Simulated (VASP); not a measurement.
Input of a VASP 6.6.1 run:

File INCAR:

```
SYSTEM = Al
PREC = Accurate ; ENCUT = 520
EDIFF = 1E-6 ; ISMEAR = -1
SIGMA = 0.15 ; LREAL = .False.
LASPH = .True. ; NELM = 80
ALGO = Normal ; ISIF = 2
LWAVE = .False. ; LCHARG = .False.
GGA = PS ; NBANDS = 14
```

KPOINTS

```
Automatic mesh
0
Gamma
  9 9 3
  0 0 0
```

File POSCAR:

```
Al
1.0
    2.8308849855      0.0000002891      0.0000000000
   -1.4154427431      2.4516181681      0.0000000000
    0.0000000000      0.0000000000      9.3550634886
Al
4
Direct
    0.0000000000      0.0000000000      0.0000000000
    0.3333333333      0.6666666667      0.2500000000
    0.0000000000      0.0000000000      0.5000000000
    0.6666666667      0.3333333333      0.7500000000
```

Potentials or basis: VASP PAW PBE potentials, release 64 (Al).

Command:

```console
$ cat potpaw_PBE.64/Al/POTCAR > POTCAR
$ mpirun -np 1 vasp_std > vasp.out
```

Q: Predict the pressure.

A: 0.1 GPa.

Q: What does it give for the band gap on the k mesh?

A: Zero (band 6 reaches 11.93 eV, above the bottom of band 7 at 6.80 eV).

Caveat: the PAW data sets were made with another functional, which shifts forces and pressure a little.
